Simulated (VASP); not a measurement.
# Ag (P6_3/mmc) in VASP: further runs

The runs below take Ag through single point, with PBE, PBEsol.

Everything below comes from runs of VASP 6.6.1. Logs are shortened: lines on timing, memory, paths and dates and some standing lists are left out, and cuts for length are marked.

## Step 1: The cell of the first run

Symmetry: P6_3/mmc, No. 194, hexagonal system. The conventional cell has a = 2.870 Å, b = 2.870 Å, c = 4.692 Å, α = 90.00°, β = 90.00°, γ = 120.00°. Within 3.8 Å of Ag (site symmetry -6m2) lie 12 Ag at 2.87 Å.

## Step 2: Single point, PBE (volume scaled by 0.94)

Contents of INCAR:

```
PREC = Accurate ; ENCUT = 520
EDIFF = 1E-7 ; ISMEAR = -1
SIGMA = 0.05 ; LREAL = False
LASPH = True ; NELM = 60
ALGO = Fast ; ISIF = 2
LWAVE = False ; LCHARG = False
GGA = PE ; NBANDS = 18
```

Contents of KPOINTS:

```
Automatic mesh
0
Gamma
  10 10 6
```

Contents of POSCAR:

```
Ag
1.0
    2.8701872985      0.0000000000      0.0000000000
   -1.4350936493      2.4856551142      0.0000000000
    0.0000000000      0.0000000000      4.6922174607
Ag
2
Direct
    0.6666666667      0.3333333333      0.7500000000
    0.3333333333      0.6666666667      0.2500000000
```

Potentials or basis: VASP PAW PBE potentials, release 64 (Ag).

The run is started by

```sh
cat potpaw_PBE.64/Ag/POTCAR > POTCAR
mpirun -np 1 vasp_std > vasp.out
```

OUTCAR:

```text
PREC = Accurate
   ENCUT = 520
   EDIFF = 1E-7
   ISMEAR = -1
   LREAL = False
   LASPH = True
   NELM = 60
   ISIF = 2
   GGA = PE

 ion  position               nearest neighbor table
   1  0.667  0.333  0.750-   2 2.87   2 2.87   2 2.87   2 2.87   2 2.87   2 2.87
   2  0.333  0.667  0.250-   1 2.87   1 2.87   1 2.87   1 2.87   1 2.87   1 2.87

  LATTYP: Found a hexagonal cell.
 ALAT       =     2.8701872985
 C/A-ratio  =     1.6348122867

  Lattice vectors:

 A1 = (   2.8701872985,   0.0000000000,   0.0000000000)
 A2 = (  -1.4350936493,   2.4856551142,   0.0000000000)
 A3 = (   0.0000000000,   0.0000000000,   4.6922174607)

Analysis of symmetry for initial positions (statically):
=====================================================================
 Subroutine PRICEL returns:
 Original cell was already a primitive cell.

 Routine SETGRP: Setting up the symmetry group for a
 hexagonal supercell.

 Subroutine GETGRP returns: Found 24 space group operations
 (whereof 12 operations were pure point group operations)
 out of a pool of 24 trial point group operations.

The static configuration has the point symmetry D_3d.
 The point group associated with its full space group is D_6h.

Analysis of symmetry for dynamics (positions and initial velocities):
=====================================================================
 Subroutine PRICEL returns:
 Original cell was already a primitive cell.

 Routine SETGRP: Setting up the symmetry group for a
 hexagonal supercell.

 Subroutine GETGRP returns: Found 24 space group operations
 (whereof 12 operations were pure point group operations)
 out of a pool of 24 trial point group operations.

The dynamic configuration has the point symmetry D_3d.
 The point group associated with its full space group is D_6h.

 Subroutine INISYM returns: Found 24 space group operations
 (whereof 12 operations are pure point group operations),
 and found     1 'primitive' translations

----------------------------------------------------------------------------------------

                                     Primitive cell

  volume of cell :      33.4757

  direct lattice vectors                    reciprocal lattice vectors
     2.870187298  0.000000000  0.000000000     0.348409318  0.201154214  0.000000000
    -1.435093649  2.485655114  0.000000000     0.000000000  0.402308427  0.000000000
     0.000000000  0.000000000  4.692217461     0.000000000  0.000000000  0.213118852

  length of vectors
     2.870187298  2.870187299  4.692217461     0.402308427  0.402308427  0.213118852

  position of ions in fractional coordinates (direct lattice)
     0.666666667  0.333333333  0.750000000
     0.333333333  0.666666667  0.250000000

  ion indices of the primitive-cell ions
   primitive index   ion index
                 1           1
                 2           2

----------------------------------------------------------------------------------------

 KPOINTS: Automatic mesh

Automatic generation of k-mesh.
 Grid dimensions read from file:
 generate k-points for:   10   10    6

 Generating k-lattice:

  Cartesian coordinates                     Fractional coordinates (reciprocal lattice)
     0.034840932  0.020115421  0.000000000     0.100000000 -0.000000000  0.000000000
     0.000000000  0.040230843  0.000000000     0.000000000  0.100000000  0.000000000
     0.000000000  0.000000000  0.035519809     0.000000000  0.000000000  0.166666667

  Length of vectors
     0.040230843  0.040230843  0.035519809

  Shift w.r.t. Gamma in fractional coordinates (k-lattice)
     0.000000000  0.000000000  0.000000000

 Subroutine IBZKPT returns following result:
 ===========================================

 Found     56 irreducible k-points:

 Following reciprocal coordinates:
            Coordinates               Weight
  0.000000  0.000000  0.000000      1.000000
  0.100000  0.000000  0.000000      6.000000
  0.200000  0.000000  0.000000      6.000000
  0.300000  0.000000  0.000000      6.000000
  0.400000  0.000000  0.000000      6.000000
  0.500000  0.000000  0.000000      3.000000
[... 16 lines left out ...]
  0.300000  0.100000  0.166667     24.000000
  0.400000  0.100000  0.166667     24.000000
 [... further k-points ...]
   k-points           NKPTS =     56   k-points in BZ     NKDIM =     56   number of bands    NBANDS=     18
   number of dos      NEDOS =    301   number of ions     NIONS =      2
   total plane-waves  NPLWV =  20736
   dimension x,y,z NGX =    24 NGY =   24 NGZ =   36
   dimension x,y,z NGXF=    48 NGYF=   48 NGZF=   72
   ions per type =               2
   NGX,Y,Z   is equivalent  to a cutoff of  13.90, 13.90, 12.75 a.u.
   NGXF,Y,Z  is equivalent  to a cutoff of  27.80, 27.80, 25.51 a.u.
 SYSTEM =  unknown system
   PREC   = accura    normal or accurate (medium, high low for compatibility)
   ISTART =      0    job   : 0-new  1-cont  2-samecut
   ICHARG =      2    charge: 1-file 2-atom 10-const
   ISPIN  =      1    spin polarized calculation?
   LNONCOLLINEAR =      F non collinear calculations
   LSORBIT =      F    spin-orbit coupling
   LASPH  =      T    aspherical Exc in radial PAW
   ENCUT  =  520.0 eV  38.22 Ry    6.18 a.u.   5.34  5.34  8.72*2*pi/ulx,y,z
   NELM   =     60;   NELMIN=  2; NELMDL= -5     # of ELM steps
   EDIFF  = 0.1E-06   stopping-criterion for ELM
   LREAL  =      F    real-space projection
   EDIFFG = 0.1E-05   stopping-criterion for IOM
   NSW    =      0    number of steps for IOM
   IBRION =     -1    ionic relax: 0-MD 1-quasi-New 2-CG
   NFREE  =      0    steps in history (QN), initial steepest desc. (CG)
   ISIF   =      2    stress and relaxation
   ISYM   =      2    0-nonsym 1-usesym 2-fastsym
   POTIM  = 0.5000    time-step for ionic-motion
   TEBEG  =    0.0;   TEEND  =   0.0 temperature during run
   PSTRESS=    0.0 pullay stress
   NELECT =      22.0000    total number of electrons
   NUPDOWN=      -1.0000    fix difference up-down
   EMIN   =  10.00;   EMAX   =-10.00  energy-range for DOS
   EFERMI =   0.00;   METHOD = LEGACY
   ISMEAR =    -1;   SIGMA  =   0.05  broadening in eV -4-tet -1-fermi 0-gaus
   EFERMI_NEDOS =   21; number of points for ismear=-14 and -15
   IALGO  =     68    algorithm
   IMIX   =      4    mixing-type and parameters
     AMIX     =   0.40;   BMIX     =  1.00
     AMIX_MAG =   1.60;   BMIX_MAG =  1.00
  volume/ion in A,a.u.               =      16.74       112.95
  Fermi-wavevector in a.u.,A,eV,Ry     =   1.423331  2.689706 27.563659  2.025872
  Thomas-Fermi vector in A             =   2.543940
   LORBIT       =      0    0 simple, 1 ext, 2 COOP (PROOUT), +10 PAW based schemes
   GGA     = PE    functional components
   LHFCALC =     F    Hartree Fock is set to
   AEXX    =    0.0000 exact exchange contribution
   IVDW    =     0    specifies the selected vdW correction
   LEPSILON=     F    determine dielectric tensor
   LRPA    =     F    only Hartree local field effects (RPA)
 non-spin polarized calculation
 RMM-DIIS sequential band-by-band and
  energy-cutoff  :      520.00
  volume of cell :       33.48
 maximum number of plane-waves:       917
 NGX is ok and might be reduce to    24
   NGX = 11   NGY = 11   NGZ = 17

 number of electron      21.9999997 magnetization

 Free energy of the ion-electron system (eV)
  ---------------------------------------------------
  ext. energy  EPLUGINS =         0.00000000
  ---------------------------------------------------
  free energy    TOTEN  =        -5.37101768 eV

  energy without entropy =       -5.36514044  energy(sigma->0) =       -5.36807906

 E-fermi :   8.6971     XC(G=0): -12.3184

 val. band max:        8.5036482823   @ k =   0.3000   0.0000   0.3333
 cond. band min:       8.7601678996   @ k =   0.3000   0.2000   0.3333
 fundamental gap:      0.2565196173
 Fermi energy:         8.6971462597

 k-point     1 :       0.0000    0.0000    0.0000
  band No.  band energies     occupation
      1       0.7857      2.00000
      2       2.1759      2.00000
      3       3.8105      2.00000
      4       3.9133      2.00000
      5       3.9133      2.00000
      6       4.1601      2.00000
[... 10 lines left out ...]
     17      27.2156      0.00000
     18      27.2156      0.00000

 k-point     2 :       0.1000    0.0000    0.0000
  band No.  band energies     occupation
      1       1.0643      2.00000
      2       2.3359      2.00000
      3       3.6605      2.00000
      4       4.0390      2.00000
      5       4.0642      2.00000
      6       4.1252      2.00000
[... 10 lines left out ...]
     17      26.5910      0.00000
     18      27.6568      0.00000

 k-point     3 :       0.2000    0.0000    0.0000
  band No.  band energies     occupation
      1       1.7976      2.00000
      2       2.6315      2.00000
      3       3.5207      2.00000
      4       3.8185      2.00000
      5       3.9642      2.00000
      6       4.2385      2.00000
[... 10 lines left out ...]
     17      25.5583      0.00000
     18      26.8069      0.00000

 k-point     4 :       0.3000    0.0000    0.0000
  band No.  band energies     occupation
      1       2.4341      2.00000
      2       2.6117      2.00000
      3       3.1755      2.00000
      4       3.8963      2.00000
      5       4.0261      2.00000
      6       4.0454      2.00000
[... 10 lines left out ...]
     17      23.5178      0.00000
     18      25.8910      0.00000

 k-point     5 :       0.4000    0.0000    0.0000
  band No.  band energies     occupation
      1       2.3269      2.00000
      2       2.6217      2.00000
      3       2.7458      2.00000
      4       3.8715      2.00000
      5       4.2072      2.00000
      6       4.2603      2.00000
[... 10 lines left out ...]
     17      20.5944      0.00000
     18      24.9562      0.00000

 k-point     6 :       0.5000    0.0000    0.0000
  band No.  band energies     occupation
      1       2.2398      2.00000
      2       2.5968      2.00000
      3       2.5982      2.00000
      4       3.8154      2.00000
      5       4.1485      2.00000
      6       4.3596      2.00000
[... 10 lines left out ...]
     17      19.4652      0.00000
     18      24.6190      0.00000

 k-point     7 :       0.1000    0.1000    0.0000
  band No.  band energies     occupation
      1       1.5819      2.00000
      2       2.5934      2.00000
      3       3.4757      2.00000
      4       4.0200      2.00000
      5       4.0560      2.00000
      6       4.2044      2.00000
[... 10 lines left out ...]
     17      26.6270      0.00000
     18      26.7880      0.00000

 k-point     8 :       0.2000    0.1000    0.0000
  band No.  band energies     occupation
      1       2.3758      2.00000
      2       2.7878      2.00000
      3       3.4200      2.00000
      4       3.4336      2.00000
      5       3.9885      2.00000
      6       3.9926      2.00000
[... 10 lines left out ...]
     17      25.3391      0.00000
     18      25.8401      0.00000
[... 229 lines left out ...]
     17      22.2675      0.00000
     18      25.0937      0.00000

 k-point    20 :       0.5000    0.0000    0.1667
  band No.  band energies     occupation
      1       2.2663      2.00000
      2       2.3043      2.00000
      3       2.9974      2.00000
      4       3.5881      2.00000
      5       3.9222      2.00000
      6       4.4478      2.00000
[... 10 lines left out ...]
     17      20.1799      0.00000
     18      24.7863      0.00000

 k-point    21 :       0.1000    0.1000    0.1667
  band No.  band energies     occupation
      1       1.7674      2.00000
      2       2.6628      2.00000
      3       3.5024      2.00000
      4       3.8161      2.00000
      5       3.9208      2.00000
      6       4.1532      2.00000
[... 10 lines left out ...]
     17      25.5795      0.00000
     18      27.3725      0.00000

 k-point    22 :       0.2000    0.1000    0.1667
  band No.  band energies     occupation
      1       2.4412      2.00000
      2       2.8628      2.00000
      3       3.3450      2.00000
      4       3.5172      2.00000
      5       3.8241      2.00000
      6       4.1885      2.00000
[... 10 lines left out ...]
     17      24.7647      0.00000
     18      26.4947      0.00000

 k-point    23 :       0.3000    0.1000    0.1667
  band No.  band energies     occupation
      1       2.5173      2.00000
      2       2.6836      2.00000
      3       3.2148      2.00000
      4       3.4893      2.00000
      5       3.9610      2.00000
      6       4.2430      2.00000
[... 10 lines left out ...]
     17      23.5305      0.00000
     18      24.1410      0.00000

 k-point    24 :       0.4000    0.1000    0.1667
  band No.  band energies     occupation
      1       2.3802      2.00000
      2       2.4808      2.00000
      3       3.1058      2.00000
      4       3.5534      2.00000
      5       3.8384      2.00000
      6       4.4691      2.00000
[... 10 lines left out ...]
     17      21.2512      0.00000
     18      23.2746      0.00000

 [... further k-points ...]
[... 5 lines left out ...]
  --------------------------------------------------------------------------------------
  -------------------------------------------------------------------------------------
  Total        1.5779247      1.5779247      1.4366434     -0.0000000      0.0000000      0.0000000
  in kB       75.5209792     75.5209792     68.7591226     -0.0000000      0.0000000      0.0000000
  external PRESSURE =      73.2670270 kB  Pullay stress =       0.0000000 kB

 VOLUME and BASIS-vectors are now :
 -----------------------------------------------------------------------------
  energy-cutoff  :      520.00
  volume of cell :       33.48
      direct lattice vectors                 reciprocal lattice vectors
     2.870187298  0.000000000  0.000000000     0.348409318  0.201154214  0.000000000
    -1.435093649  2.485655114  0.000000000     0.000000000  0.402308427  0.000000000
     0.000000000  0.000000000  4.692217461     0.000000000  0.000000000  0.213118852

 POSITION                                       TOTAL-FORCE (eV/Angst)
 -----------------------------------------------------------------------------------
      1.43509      0.82855      3.51916         0.000000     -0.000000      0.000000
     -0.00000      1.65710      1.17305        -0.000000      0.000000      0.000000
 -----------------------------------------------------------------------------------
    total drift:                               -0.000000      0.000000     -0.000000

  FREE ENERGIE OF THE ION-ELECTRON SYSTEM (eV)
  ---------------------------------------------------
  free  energy   TOTEN  =        -5.3710176838 eV

  energy  without entropy=       -5.3651404420  energy(sigma->0) =       -5.36807906
```

Wall time 12 s (1 thread of Intel Xeon 6975P-C (Granite Rapids), shared host); peak memory 0.16 GiB.

Results:

```
Free energy            : -5.3710 eV
Pressure               : 7.3 GPa
Band gap on the k mesh : zero (band 11 reaches 11.88 eV, above the bottom of band 12 at 5.24 eV)
```

Stress tensor (GPa, compression positive):
```
7.55 0.00 0.00
0.00 7.55 0.00
0.00 0.00 6.88
```

Levels at points of the mesh, in eV from the Fermi level:
```
           k point  band 7  band 8  band 9  band 10  band 11  band 12  band 13  band 14  band 15  band 16
(0.00, 0.00, 0.00)   -4.54   -4.17   -4.17    -3.13    -3.13    -0.47     3.68    15.70    17.63    17.97
(0.50, 0.00, 0.00)   -3.88   -2.99   -2.93    -2.84     0.10     1.60     6.98     7.23     9.57    10.53
(0.00, 0.00, 0.50)   -4.63   -4.63   -3.45    -3.45    -3.45    -3.45    11.27    11.27    16.08    16.08
(0.50, 0.00, 0.50)   -3.18   -3.18   -2.90    -2.90     0.73     0.73     4.70     4.70    13.78    13.78
```

[end of part 1 of 2]
